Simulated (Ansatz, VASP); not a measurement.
# Two plane-wave programs on Ru

```
Ru
1.0
     0.00000    1.92239    1.92239
     1.92239    0.00000    1.92239
     1.92239    1.92239    0.00000
Ru
1
Cartesian
  0.0000 0.0000 0.0000
```

Alike in both runs: task single point; functional LDA; k mesh 16 × 16 × 16; occupations fermi-dirac, width 0.1 eV; no spin polarisation.

|  | VASP | Ansatz |
| --- | --- | --- |
| version | VASP 6.6.1 | Ansatz 0.2.0 |
| potentials or method | VASP PAW LDA potentials, release 64 (Ru_pv), cutoff 520 eV | plane waves (420 eV) with PAW, scalar-relativistic |
| valence electrons in the cell | 14 | 16 |

```tsv
	VASP	Ansatz	Ansatz less VASP
pressure (GPa)	-22.3	-23.0	-0.69
```

Ansatz warns that its potentials were made for another functional, while VASP's fit it. LDA's correlation is that of Perdew and Zunger in VASP and of Perdew and Wang (1992) in Ansatz. VASP's potentials hold 14 valence electrons a cell and Ansatz's 16, so a difference there can come from the potentials and not from the codes.
